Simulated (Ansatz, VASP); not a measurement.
## One calculation of Ge, two programs

INCAR

```
  ALGO = Normal
  DIPOL = 0.5 0.5 0.500
  EDIFF = 1E-7
  ENCUT = 520
  IDIPOL = 3
  ISIF = 2
  ISMEAR = 0
  LASPH = True
  LCHARG = False
  LDIPOL = True
  LREAL = False
  LWAVE = False
  NBANDS = 21
  NELM = 80
  PREC = Accurate
  SIGMA = 0.1
```

Contents of KPOINTS:

```
k-points
0
Gamma
  12 12 1
```

File POSCAR:

```
Ge
1.0
    3.8950000000      0.0000000000      0.0000000000
   -1.9475000000      3.3731689477      0.0000000000
    0.0000000000      0.0000000000     28.0000000000
Ge
2
Direct
    0.3333333333      0.6666666667      0.5051071429
    0.6666666667      0.3333333333      0.4948928571
```

Input for Ansatz:

```yaml
crystal:
  lattice:
    - [3.895, 0.0, 0.0]
    - [-1.9475, 3.3731689477, 0.0]
    - [0.0, 0.0, 28.0]
  atoms:
    - { symbol: Ge, position: [0.3333333333, 0.6666666667, 0.5051071429] }
    - { symbol: Ge, position: [0.6666666667, 0.3333333333, 0.4948928571] }
  periodic: [true, true, false]
basis:
  ecutwfc: 420
kpoints:
  mp_grid: { grid: [12, 12, 1] }
hamiltonian:
  xc: lda
  pseudopotentials: { kind: paw, azcp: { folder: soft_1 } }
scf:
  occupations: { method: gaussian, width: 0.1 }
output:
  forces: true
  stress: true
  eigenvalues: true
```

Alike in both runs: task single point; functional LDA; k mesh 12 × 12 × 1; occupations gaussian, width 0.1 eV; no spin polarisation.

```csv
,VASP,Ansatz
version,VASP 6.6.1,Ansatz 0.2.0
potentials or method,"VASP PAW LDA potentials, release 64 (Ge_d), cutoff 520 eV","scalar-relativistic, plane waves, PAW"
valence electrons in the cell,28,28
```

|  | VASP | Ansatz | Ansatz less VASP |
| --- | --- | --- | --- |
| gap on the k mesh at the Fermi level (eV) | none | none | - |
| rms of the force components (eV/Å) | 0.333 | 0.333 | +0.0008 |

Ansatz warns that its potentials were made for another functional, while VASP's fit it. LDA's correlation is that of Perdew and Zunger in VASP and of Perdew and Wang (1992) in Ansatz. Atom by atom the forces differ by 0.001 eV/Å (rms over components). A gap of «none» marks a metal or a gap that the smearing closes.
